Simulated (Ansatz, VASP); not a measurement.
Two plane-wave programs on BeCdF4

```
Be Cd F
1.0
    -2.11630    2.11630    4.61178
     2.11630   -2.11630    4.61178
     2.11630    2.11630   -4.61178
Be Cd F
1 1 4
Direct
  0.00000 0.00000 0.00000
  0.50000 0.50000 0.00000
  0.75000 0.25000 0.50000
  0.00000 0.50000 0.50000
  0.50000 0.00000 0.50000
  0.25000 0.75000 0.50000
```

Alike in both runs: functional PBE; k mesh 12 × 12 × 12; occupations gaussian, width 0.1 eV; no spin polarisation.

Ansatz relaxed the structure, and its values are those at the end. VASP's run is a single point on that final structure, the one shown.

```csv
,VASP,Ansatz
version,VASP 6.6.1,Ansatz 0.2.0
potentials or method,"VASP PAW PBE potentials, release 64 (Be, Cd, F), cutoff 520 eV","scalar-relativistic, plane waves, PAW"
valence electrons in the cell,42,50
```

|  | VASP | Ansatz | Ansatz less VASP |
| --- | --- | --- | --- |
| gap on the k mesh at the Fermi level (eV) | none | none | - |
| pressure (GPa) | 0.4 | 0.0 | -0.40 |

A gap of «none» marks a metal or a gap that the smearing closes. With one functional, cell and mesh, what is left measures potentials, basis and numerics. VASP's potentials hold 42 valence electrons a cell and Ansatz's 50, so a difference there can come from the potentials and not from the codes.
